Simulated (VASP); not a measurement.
Write the native input for VASP 6.6.1 that does the following.

| Item | Value |
| --- | --- |
| Task | relaxation of cell and atoms |
| Functional | r2SCAN |
| Potentials or basis | VASP PAW PBE potentials, release 64 (C) |
| Cutoff | 600 eV |
| k mesh | 12 × 12 × 7 |
| Occupations | fermi-dirac, width 0.05 eV |
| Spin | no spin polarisation |
| Target pressure | 5 GPa |
| Dipole correction | no |
| Further INCAR settings | ALGO = Normal; EDIFF = 1e-06; IBRION = 2; EDIFFG = -0.03; NSW = 80; ISIF = 3 |

C:

```
C
1.0
     2.12000    0.00000    0.00000
    -1.06000    1.83597    0.00000
     0.00000    0.00000    3.46196
C
2
Direct
  0.33333 0.66667 0.25000
  0.66667 0.33333 0.75000
```

These files were run (other wordings do the same):

POSCAR

```
C
1.0
    2.1200000000      0.0000000000      0.0000000000
   -1.0600000000      1.8359738560      0.0000000000
    0.0000000000      0.0000000000      3.4619600000
C
2
Direct
    0.3333333333      0.6666666667      0.2500000000
    0.6666666667      0.3333333333      0.7500000000
```

INCAR.step1

```
SYSTEM = C
PREC = Accurate
ENCUT = 600
ISMEAR = -1
SIGMA = 0.05
LREAL = .False.
LASPH = .True.
NELM = 60
GGA = PE
ALGO = Normal
EDIFF = 1E-4
LWAVE = .True.
LCHARG = .False.
```

INCAR.step2

```
SYSTEM = C
PREC = Accurate
ENCUT = 600
EDIFF = 1E-6
ISMEAR = -1
SIGMA = 0.05
LREAL = .False.
LASPH = .True.
NELM = 60
ALGO = Normal
ISIF = 3
LWAVE = .False.
LCHARG = .False.
METAGGA = R2SCAN
LMIXTAU = .True.
IBRION = 2
NSW = 80
EDIFFG = -0.03
PSTRESS = 50.0
ISTART = 1
```

KPOINTS

```
regular mesh
0
Gamma
  12 12 7
  0 0 0
```

Potentials or basis: VASP PAW PBE potentials, release 64 (C).

Run with:

```console
$ cat potpaw_PBE.64/C/POTCAR > POTCAR
$ cp INCAR.step1 INCAR
$ mpirun -np 1 vasp_std > vasp.out
$ cp INCAR.step2 INCAR
$ mpirun -np 1 vasp_std > vasp.out
```

It gave:

The relaxed volume is 5.98 Å³/atom. The relaxed cell is a = 2.458 Å, b = 2.458 Å, c = 2.284 Å, α = 90.00°, β = 90.00°, γ = 120.00° and the space group after relaxing (to 0.1 Å) is P6_3/mmc (No. 194). The energy change on relaxing (the run minimises the enthalpy) is -1298.7 meV/atom, the ionic steps are 21 and the pressure after relaxing is 5.4 GPa. The band gap on the k mesh is zero (bands 4 and 5 overlap by 9.18 eV).

Caveat: the cell is relaxed towards a set pressure, so the run minimises the enthalpy, not the energy; a cell axis changed by over 15 % at a fixed basis, so the end point is rough; the PAW data sets were made with another functional, which shifts forces and pressure a little.

It took 5.2 min on 1 thread of AMD EPYC 9R45 96-Core Processor (Zen 5) (shared host), peak memory 0.1 GiB.
